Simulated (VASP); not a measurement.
## Si4Mo2C: relaxation of the atoms with PBE

The system is Si4Mo2C, a slab with vacuum.

```xyz
7
Lattice="3.2170 0.0000 0.0000 0.0000 3.2170 0.0000 0.0000 0.0000 21.8788" Properties=species:S:1:pos:R:3 pbc="T T T"
Si    0.0000    0.0000    4.0000
Si    0.0000    0.0000    6.5966
Si    1.6085    1.6085    7.8625
Si    1.6085    1.6085   10.3788
Mo    1.6085    1.6085    5.2983
Mo    0.0000    0.0000    9.1735
C     2.0106    2.8149   11.4963
```

| Quantity | Value |
| --- | --- |
| Program | VASP 6.6.1 |
| Task | relaxation of the atoms |
| Functional | PBE |
| Potentials or basis | VASP PAW PBE potentials, release 64 (Si, Mo_sv, C) |
| Cutoff | 520 eV |
| k mesh | 8 × 8 × 1 |
| Occupations | gaussian, width 0.1 eV |
| Spin | no spin polarisation |
| Dipole correction | yes |
| Atoms held fixed (from 0) | [0, 1, 2, 3, 4, 5] |
| Further INCAR settings | ALGO = Normal; EDIFF = 1e-06; IBRION = 2; EDIFFG = -0.025; NSW = 36 |
| Atoms held along some axes (from 0) | atom 6 along a and b |

```yaml
Energy_gained_by_relaxing: 0.1 meV/atom
Ionic_steps: 3
Band_gap_on_the_k_mesh: zero (bands 24 and 25 overlap by 0.61 eV)
```

Step by step:
| step | energy change (eV) | largest force on free atoms (eV/Å) | pressure (GPa) |
| --- | --- | --- | --- |
| 1 | 0.0000 | 0.1192 | 0.46 |
| 2 | -0.0005 | 0.0547 | 0.50 |
| 3 | -0.0006 | 0.0001 | 0.55 |

Final structure:
```
Si Mo C
1.0
     3.21697    0.00000    0.00000
     0.00000    3.21697    0.00000
     0.00000    0.00000   21.87880
Si Mo C
4 2 1
Cartesian
  0.0000 0.0000 4.0000
  0.0000 0.0000 6.5966
  1.6085 1.6085 7.8625
  1.6085 1.6085 10.3788
  1.6085 1.6085 5.2983
  0.0000 0.0000 9.1735
  2.0106 2.8148 11.4857
```

Levels at points of the mesh, in eV from the Fermi level:
| k point | band 22 | band 23 | band 24 | band 25 | band 26 | band 27 |
| --- | --- | --- | --- | --- | --- | --- |
| (0.00, 0.00, 0.00) | -0.24 | 0.23 | 0.41 | 0.68 | 0.87 | 1.18 |
| (0.50, 0.00, 0.00) | -0.66 | -0.26 | -0.21 | -0.09 | 0.68 | 1.95 |
| (0.00, 0.50, 0.00) | -0.89 | -0.62 | -0.21 | -0.21 | 1.31 | 2.20 |
| (0.50, 0.50, 0.00) | -1.64 | -1.55 | -0.85 | 0.62 | 1.72 | 2.19 |

Wall time 3.2 min on 4 MPI ranks on AMD EPYC 7R43 64-Core Processor (Zen 3) (shared host), peak memory 0.42 GiB a rank.
